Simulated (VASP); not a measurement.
## SrO (pbe): single point with PBE

SrO (pbe):

```
Sr O
1.0
     0.00000    2.57163    2.57163
     2.57163    0.00000    2.57163
     2.57163    2.57163    0.00000
Sr O
1 1
Direct
  0.00000 0.00000 0.00000
  0.50000 0.50000 0.50000
```

This cell differs from its parent crystal: strained cell.

* Program: VASP 6.6.1
* Task: single point
* Functional: PBE
* Potentials or basis: VASP PAW PBE potentials, release 64 (Sr_sv, O)
* Cutoff: 600 eV
* k mesh: 6 × 6 × 6
* Occupations: gaussian, width 0.02 eV
* Spin: no spin polarisation

```yaml
Pressure: 3.2 GPa
Band_gap_on_the_k_mesh: 3.27 eV, indirect (least direct gap 3.35 eV)
```

Levels at points of the mesh, in eV from the valence-band top:
```csv
k point,band 6,band 7,band 8,band 9,band 10,band 11
"(0.00, 0.00, 0.00)",0.00,0.00,0.00,3.98,6.21,6.21
"(0.50, 0.00, 0.00)",-2.17,-1.14,-1.14,6.55,8.45,8.84
"(0.50, 0.50, 0.00)",-0.43,-0.09,-0.09,3.27,7.80,10.17
```

It took 8.7 s on 1 thread of Intel(R) Xeon(R) 6975P-C (Granite Rapids) (shared host), peak memory 0.17 GiB.

Caveat: the cell differs from its parent crystal (strained cell). A k mesh can miss the band edges.
